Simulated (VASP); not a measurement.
Here is a VASP 6.6.1 calculation.

INCAR

```
ALGO     = Normal         # electronic algorithm
EDIFF    = 1E-6           # SCF threshold, eV
ENCUT    = 520            # plane-wave cutoff, eV
GGA      = PS             # functional
ISIF     = 2              # what is computed and relaxed
ISMEAR   = -1             # smearing method
LASPH    = True           # aspherical terms in the spheres
LCHARG   = False          # write CHGCAR
LREAL    = False          # projectors in reciprocal space
LWAVE    = False          # write WAVECAR
NBANDS   = 11             # bands
NELM     = 100            # most SCF steps
PREC     = Accurate       # precision mode
SIGMA    = 0.1            # smearing width, eV
```

The input KPOINTS:

```
k-points
0
Gamma
  16 16 16
```

File POSCAR:

```
Pt
1.0
   -1.6215100035      1.6215100035      1.6215100035
    1.6215100035     -1.6215100035      1.6215100035
    1.6215100035      1.6215100035     -1.6215100035
Pt
1
Direct
    0.0000000000      0.0000000000      0.0000000000
```

Potentials or basis: VASP PAW PBE potentials, release 64 (Pt).

The run is started by

```bash
$ cat potpaw_PBE.64/Pt/POTCAR > POTCAR
$ mpirun -np 1 vasp_std > vasp.out
```

Q: What does it give for the band gap on the k mesh?

A: Zero (band 5 reaches 9.60 eV, above the bottom of band 6 at 7.74 eV).

Q: What does it give for the pressure?

A: -23.2 GPa.

Caveat: the PAW data sets were made with another functional, which shifts forces and pressure a little; spin-orbit coupling is left out, which moves the levels of the heavy elements.
